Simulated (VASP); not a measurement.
Write the native input for VASP 6.6.1 that does the following.

```
Task                   : single point
Functional             : r2SCAN
Potentials or basis    : VASP PAW PBE potentials, release 64 (Li_sv, H)
Cutoff                 : 830 eV
k mesh                 : 8 × 8 × 8
Occupations            : methfessel-paxton, width 0.5 eV
Spin                   : no spin polarisation
Dipole correction      : no
Further INCAR settings : ALGO = Normal; EDIFF = 1e-06; NBANDS = 9
```

Crystal: LiH.

```
Li H
1.0
     0.00000    2.14512    2.14512
     2.14512    0.00000    2.14512
     2.14512    2.14512    0.00000
Li H
1 1
Direct
  0.00000 0.00000 0.00000
  0.25000 0.25000 0.25000
```

These files were run (other wordings do the same):

POSCAR

```
LiH
1.0
    0.0000000000      2.1451220099      2.1451220099
    2.1451220099      0.0000000000      2.1451220099
    2.1451220099      2.1451220099      0.0000000000
Li H
1 1
Direct
    0.0000000000      0.0000000000      0.0000000000
    0.2500000000      0.2500000000      0.2500000000
```

INCAR.step1

```
PREC = Accurate
ENCUT = 830
ISMEAR = 1
SIGMA = 0.5
LREAL = False
LASPH = True
NELM = 120
NBANDS = 9
GGA = PE
ALGO = Normal
EDIFF = 1E-5
LWAVE = True
LCHARG = False
GGA_COMPAT = False
```

INCAR.step2

```
PREC = Accurate
ENCUT = 830
EDIFF = 1E-6
ISMEAR = 1
SIGMA = 0.5
LREAL = False
LASPH = True
NELM = 120
ALGO = Normal
ISIF = 2
LWAVE = False
LCHARG = False
METAGGA = R2SCAN
LMIXTAU = True
NBANDS = 9
ISTART = 1
GGA_COMPAT = False
```

KPOINTS

```
regular mesh
0
Gamma
  8 8 8
```

Potentials or basis: VASP PAW PBE potentials, release 64 (Li_sv, H).

The run is started by

```console
$ cat potpaw_PBE.64/Li_sv/POTCAR potpaw_PBE.64/H/POTCAR > POTCAR
$ cp INCAR.step1 INCAR
$ mpirun -np 1 vasp_std > vasp.out
$ cp INCAR.step2 INCAR
$ mpirun -np 1 vasp_std > vasp.out
```

It gave:

- Pressure: -0.2 GPa
- Band gap on the k mesh: 4.79 eV, indirect (least direct gap 5.85 eV)

Caveat: the PAW data sets were made with another functional, which shifts forces and pressure a little.

Run time: 100 s on 1 thread of Intel Xeon 8259CL (shared host), peak memory 0.17 GiB.
